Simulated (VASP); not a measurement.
Input of a VASP 6.6.1 run:

The input INCAR:

```
SYSTEM = CdSe
PREC = Accurate
ENCUT = 520
EDIFF = 1E-6
ISMEAR = -1
SIGMA = 0.02
LREAL = .False.
LASPH = .True.
NELM = 80
ALGO = Normal
ISIF = 2
LWAVE = .False.
LCHARG = .True.
GGA = PE
LELF = .True.
LVHAR = .True.
NBANDS = 26
```

File KPOINTS:

```
Automatic mesh
0
Gamma
  12 12 4
  0 0 0
```

File POSCAR:

```
CdSe
1.0
    4.5764249619      0.0000000000      0.0000000000
   -2.2882124809      3.9633002755      0.0000000000
    0.0000000000      0.0000000000      7.0766459765
Cd Se
2 2
Direct
    0.3333333333      0.6666666667     -0.0048607095
    0.6666666667      0.3333333333      0.4951392905
    0.3333333333      0.6666666667      0.3798607095
    0.6666666667      0.3333333333      0.8798607095
```

Potentials or basis: VASP PAW PBE potentials, release 64 (Cd, Se).

Command:

```sh
$ cat potpaw_PBE.64/Cd/POTCAR potpaw_PBE.64/Se/POTCAR > POTCAR
$ mpirun -np 1 vasp_std > vasp.out
```

(1) Estimate the largest force.

(2) Predict the band gap on the k mesh.

(3) Estimate the pressure.

## Answers

(1) 0.012 eV/Å.

(2) 0.33 eV.

(3) -2.6 GPa.

Caveat: the cell differs from its parent crystal (biaxial xy strain +5.4%).
